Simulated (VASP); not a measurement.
# Mo (P6_3/mmc) in VASP: further runs, part 3 of 3

VASP 6.6.1. The steps go on from the part before.

## (5) Single point, PBE

This run uses another cell than the first one: it holds 4 atoms, not 2.

File INCAR:

```
ALGO = Fast
EDIFF = 1E-6
ENCUT = 520
GGA = PE
ISIF = 2
ISMEAR = 0
LASPH = True
LCHARG = False
LREAL = False
LWAVE = False
NBANDS = 36
NELM = 100
PREC = Accurate
SIGMA = 0.1
```

File KPOINTS:

```
k-points
0
Gamma
  6 6 4
```

File POSCAR:

```
Mo
1.0
    2.8790755903      0.0000000000      0.0000000000
   -1.4395377951      2.4933526007      0.0000000000
    0.0000000000      0.0000000000      9.1898737422
Mo
4
Direct
    0.3333333333      0.6666666667      0.3826267397
    0.6666666667      0.3333333333      0.8826267397
    0.6666666667      0.3333333333      0.6173732603
    0.3333333333      0.6666666667      0.1173732603
```

Potentials or basis: VASP PAW PBE potentials, release 64 (Mo_sv).

Run with:

```sh
$ cat potpaw_PBE.64/Mo_sv/POTCAR > POTCAR
$ mpirun -np 1 vasp_std > vasp.out
```

OUTCAR:

```text
EDIFF = 1E-6
   ENCUT = 520
   GGA = PE
   ISIF = 2
   ISMEAR = 0
   LASPH = True
   LREAL = False
   NELM = 100
   PREC = Accurate

 ion  position               nearest neighbor table
   1  0.333  0.667  0.383-   4 2.44   3 2.72   3 2.72   3 2.72
   2  0.667  0.333  0.883-   3 2.44   4 2.72   4 2.72   4 2.72
   3  0.667  0.333  0.617-   2 2.44   1 2.72   1 2.72   1 2.72
   4  0.333  0.667  0.117-   1 2.44   2 2.72   2 2.72   2 2.72

  LATTYP: Found a hexagonal cell.
 ALAT       =     2.8790755903
 C/A-ratio  =     3.1919529217

  Lattice vectors:

 A1 = (   2.8790755903,   0.0000000000,   0.0000000000)
 A2 = (  -1.4395377951,   2.4933526007,   0.0000000000)
 A3 = (   0.0000000000,   0.0000000000,   9.1898737422)

Analysis of symmetry for initial positions (statically):
=====================================================================
 Subroutine PRICEL returns:
 Original cell was already a primitive cell.

 Routine SETGRP: Setting up the symmetry group for a
 hexagonal supercell.

[... 166 lines left out ...]
  free energy    TOTEN  =       -40.89382379 eV

  energy without entropy =      -40.87200456  energy(sigma->0) =      -40.88291418

 E-fermi :  11.4986     XC(G=0): -13.0059

 val. band max:       11.4818856930   @ k =   0.3333   0.1667   0.2500
 cond. band min:      11.5809883927   @ k =   0.1667   0.1667   0.0000
 fundamental gap:      0.0991026997
 Fermi energy:        11.4985863692

 k-point     1 :       0.0000    0.0000    0.0000
  band No.  band energies     occupation
      1     -49.3687      2.00000
      2     -49.1986      2.00000
      3     -49.1776      2.00000
      4     -49.0007      2.00000
      5     -24.4261      2.00000
      6     -23.6203      2.00000
[... 808 lines left out ...]
     35      15.6928      0.00000
     36      15.6928      0.00000

------------------------ aborting loop because EDIFF is reached ----------------------------------------

  FORCE on cell =-STRESS in cart. coord.  units (eV):
  Direction    XX          YY          ZZ          XY          YZ          ZX
  --------------------------------------------------------------------------------------
  -------------------------------------------------------------------------------------
  Total        0.1864238      0.1864238      0.4457023      0.0000000      0.0000000     -0.0000000
  in kB        4.5275758      4.5275758     10.8245330      0.0000000      0.0000000     -0.0000000
  external PRESSURE =       6.6265615 kB  Pullay stress =       0.0000000 kB

 VOLUME and BASIS-vectors are now :
 -----------------------------------------------------------------------------
  energy-cutoff  :      520.00
  volume of cell :       65.97
      direct lattice vectors                 reciprocal lattice vectors
     2.879075590  0.000000000  0.000000000     0.347333708  0.200533210  0.000000000
    -1.439537795  2.493352601  0.000000000     0.000000000  0.401066419  0.000000000
     0.000000000  0.000000000  9.189873742     0.000000000  0.000000000  0.108815423

 POSITION                                       TOTAL-FORCE (eV/Angst)
 -----------------------------------------------------------------------------------
     -0.00000      1.66224      3.51629         0.000000      0.000000      0.030571
      1.43954      0.83112      8.11123         0.000000      0.000000      0.030571
      1.43954      0.83112      5.67358         0.000000     -0.000000     -0.030571
     -0.00000      1.66224      1.07865        -0.000000     -0.000000     -0.030571
 -----------------------------------------------------------------------------------
    total drift:                               -0.000000      0.000000     -0.000000

  FREE ENERGIE OF THE ION-ELECTRON SYSTEM (eV)
  ---------------------------------------------------
  free  energy   TOTEN  =       -40.8938237948 eV

  energy  without entropy=      -40.8720045616  energy(sigma->0) =      -40.88291418
```

OSZICAR:

```text
N       E                     dE             d eps       ncg     rms          rms(c)
DAV:   1     0.693771456688E+03    0.69377E+03   -0.35580E+04  1520   0.164E+03
DAV:   2    -0.192878361775E+02   -0.71306E+03   -0.69821E+03  1628   0.522E+02
DAV:   3    -0.424917379493E+02   -0.23204E+02   -0.22333E+02  2040   0.891E+01
DAV:   4    -0.428878210354E+02   -0.39608E+00   -0.39274E+00  1804   0.908E+00
DAV:   5    -0.428926442831E+02   -0.48232E-02   -0.48186E-02  1676   0.109E+00    0.264E+01
RMM:   6    -0.411020693982E+02    0.17906E+01   -0.38020E+00  1516   0.118E+01    0.876E+00
RMM:   7    -0.408904041775E+02    0.21167E+00   -0.16658E+00  1582   0.661E+00    0.160E+00
RMM:   8    -0.408916163353E+02   -0.12122E-02   -0.17387E-01  1767   0.224E+00    0.766E-01
RMM:   9    -0.408929415355E+02   -0.13252E-02   -0.50662E-02  1839   0.937E-01    0.124E-01
RMM:  10    -0.408938006724E+02   -0.85914E-03   -0.10411E-02  2032   0.389E-01    0.576E-02
RMM:  11    -0.408938231587E+02   -0.22486E-04   -0.10939E-03  1904   0.153E-01    0.294E-02
RMM:  12    -0.408938160345E+02    0.71242E-05   -0.20332E-04  1907   0.716E-02    0.675E-03
RMM:  13    -0.408938239519E+02   -0.79174E-05   -0.62942E-05  1816   0.320E-02    0.789E-03
RMM:  14    -0.408938237948E+02    0.15709E-06   -0.87947E-06  1561   0.141E-02
   1 F= -.40893824E+02 E0= -.40882914E+02  d E =-.218192E-01
```

Run time: 42 s. Hardware: 1 thread of Intel Xeon 6975P-C, shared host; peak memory 0.2 GiB.

Results:

```yaml
Free_energy: -40.8938 eV
Pressure: 0.7 GPa
Largest_force: 0.031 eV/Å
Band_gap_on_the_k_mesh: zero (band 28 reaches 12.20 eV, above the bottom of band 29 at 10.88 eV)
```

Forces on the atoms (eV/Å):
```
Mo   0.000  0.000  0.031
Mo   0.000  0.000  0.031
Mo   0.000  0.000 -0.031
Mo   0.000  0.000 -0.031
```

Caveat: the k points lie up to 0.42 Å⁻¹ apart.

## (6) Relaxation of cell and atoms, PBE

This run uses another cell than the first one: it holds 4 atoms, not 2.

File INCAR:

```
SYSTEM = Mo
ALGO = Normal
EDIFF = 1E-6
EDIFFG = -0.04
ENCUT = 600
GGA = PE
IBRION = 2
ISIF = 3
ISMEAR = 0
LASPH = .TRUE.
LCHARG = .FALSE.
LREAL = .FALSE.
LWAVE = .FALSE.
NELM = 100
NSW = 90
PREC = Accurate
SIGMA = 0.1
```

File KPOINTS:

```
k-points
0
G
  6 6 4
  0 0 0
```

File POSCAR:

```
Mo
1.0
    3.5636301557      0.0000000000      0.0000000000
   -1.7818150778      3.0861942445      0.0000000000
    0.0000000000      0.0000000000      5.8799897569
Mo
4
Direct
    0.3333333333      0.6666666667      0.4375000000
    0.6666666667      0.3333333333      0.9375000000
    0.6666666667      0.3333333333      0.5625000000
    0.3333333333      0.6666666667      0.0625000000
```

Potentials or basis: VASP PAW PBE potentials, release 64 (Mo_sv).

Run with:

```sh
$ cat potpaw_PBE.64/Mo_sv/POTCAR > POTCAR
$ mpirun -np 1 vasp_std > vasp.out
```

It took 20 min on 1 thread of Intel Xeon 6975P-C, shared host; peak memory 0.24 GiB.

It converged, with:

| Quantity | Value |
| --- | --- |
| Free energy | -40.8160 eV |
| Relaxed volume | 16.56 Å³/atom |
| Relaxed cell | a = 2.896 Å, b = 2.896 Å, c = 9.121 Å, α = 90.00°, β = 90.00°, γ = 120.00° |
| Space group after relaxing (to 0.05 Å) | P6_3/mmc (No. 194) |
| Energy gained by relaxing | 2699.0 meV/atom |
| Ionic steps | 48 |
| Pressure after relaxing | -0.1 GPa |
| Largest force after relaxing | 0.003 eV/Å |
| Band gap on the k mesh | zero (band 28 reaches 12.23 eV, above the bottom of band 29 at 10.73 eV) |

Forces in eV/Å, atoms in the order of the input:
```
Mo   0.000  0.000 -0.003
Mo   0.000  0.000 -0.003
Mo   0.000  0.000  0.003
Mo   0.000  0.000  0.003
```

Stress tensor (GPa, compression positive):
```
-0.23  0.00  0.00
 0.00 -0.23  0.00
 0.00  0.00  0.08
```

Step by step:
| step | energy change (eV) | largest force (eV/Å) | pressure (GPa) | volume (Å³) |
| --- | --- | --- | --- | --- |
| 1 | 0.0000 | 1.6706 | 80.63 | 64.67 |
| 3 | -5.0656 | 0.0759 | -6.18 | 97.59 |
| 5 | -5.1847 | 0.1365 | 0.06 | 91.66 |
| 7 | -5.2668 | 0.4113 | -1.48 | 92.44 |
| 9 | -7.0789 | 2.6826 | -5.10 | 90.64 |
| 11 | -9.1853 | 0.4459 | -9.98 | 85.84 |
| 13 | -9.3331 | 0.3620 | -9.75 | 84.31 |
| 15 | -9.2729 | 0.4023 | -7.93 | 79.26 |
| 17 | -9.4841 | 0.7073 | -7.42 | 81.25 |
| 19 | -9.5135 | 3.1142 | 12.79 | 72.44 |
| 21 | -9.6960 | 1.9727 | 2.41 | 75.72 |
| 23 | -10.2900 | 1.9263 | 5.08 | 69.39 |
| 25 | -10.4341 | 2.2854 | 9.32 | 66.92 |
| 27 | -10.5991 | 0.2755 | 11.91 | 64.35 |
| 29 | -10.7083 | 0.0179 | 6.15 | 65.47 |
| 31 | -10.7718 | 0.0958 | -1.16 | 67.49 |
| 33 | -10.7744 | 0.1142 | -0.62 | 67.28 |
| 35 | -10.7747 | 0.2846 | 2.13 | 66.13 |
| 37 | -10.7821 | 0.1680 | 0.23 | 66.75 |
| 39 | -10.7851 | 0.1147 | -1.02 | 66.91 |
| 41 | -10.7922 | 0.0722 | 0.63 | 66.20 |
| 43 | -10.7925 | 0.0528 | 1.07 | 66.04 |
| 45 | -10.7944 | 0.0302 | 0.77 | 66.00 |
| 47 | -10.7957 | 0.0053 | -0.23 | 66.26 |
| 48 | -10.7958 | 0.0030 | -0.13 | 66.22 |

Final structure:
```cif
data_structure
_symmetry_space_group_name_H-M 'P 1'
_symmetry_Int_Tables_number 1
_cell_length_a 2.8955
_cell_length_b 2.8955
_cell_length_c 9.1207
_cell_angle_alpha 90.000
_cell_angle_beta 90.000
_cell_angle_gamma 120.000
_cell_volume 66.22
loop_
_atom_site_label
_atom_site_type_symbol
_atom_site_fract_x
_atom_site_fract_y
_atom_site_fract_z
_atom_site_occupancy
Mo1 Mo 0.33333 0.66667 0.38373 1
Mo2 Mo 0.66667 0.33333 0.88373 1
Mo3 Mo 0.66667 0.33333 0.61627 1
Mo4 Mo 0.33333 0.66667 0.11627 1
```

Levels at points of the mesh, in eV from the Fermi level:
```
           k point  band 24  band 25  band 26  band 27  band 28  band 29  band 30  band 31  band 32  band 33
(0.00, 0.00, 0.00)    -1.17    -1.12    -1.12    -0.57    -0.57    -0.27    -0.27     0.63     0.63     1.70
(0.50, 0.00, 0.00)    -1.55    -1.38    -1.25     0.35     0.40     1.04     1.73     3.39     3.69     3.75
(0.00, 0.00, 0.50)    -0.97    -0.97    -0.97    -0.72    -0.72    -0.72    -0.72     1.15     1.15     1.15
(0.50, 0.00, 0.50)    -1.73    -0.97    -0.97     0.27     0.27     1.78     1.78     2.90     2.90     3.53
```

## (7) Summary

```tsv
task	cell	k mesh	cutoff (eV)	gap on the mesh (eV)	pressure (GPa)	relaxed volume (Å³/atom)	largest force (eV/Å)
relaxation of cell and atoms	relaxed from a = 2.911, b = 2.911, c = 4.725 Å, angles 90.0, 90.0, 120.0°, 2 atoms	6 × 6 × 4	600	none	0.0	16.00	-
single point	a = 2.756, b = 2.756, c = 4.901 Å, angles 90.0, 90.0, 120.0°, 2 atoms	18 × 18 × 10	520	none	0.5	-	-
single point	a = 3.564, b = 3.564, c = 5.880 Å, angles 90.0, 90.0, 120.0°, 4 atoms	6 × 6 × 4	520	none	80.7	-	1.67
single point	a = 2.879, b = 2.879, c = 9.190 Å, angles 90.0, 90.0, 120.0°, 4 atoms	6 × 6 × 4	520	none	0.7	-	0.03
relaxation of cell and atoms	relaxed from a = 3.564, b = 3.564, c = 5.880 Å, angles 90.0, 90.0, 120.0°, 4 atoms	6 × 6 × 4	600	none	-0.1	16.56	-
```

Alike in all rows: level PBE; potentials or basis VASP PAW PBE potentials, release 64 (Mo_sv); no spin polarisation; smearing gaussian 0.1 eV.

Caveats: some runs use coarse meshes; forces of over 1 eV/Å act on the atoms, so gaps and moduli don't describe the material at rest (some runs).

Total energies depend on the potentials used, so only differences within one code and one set of settings carry meaning.
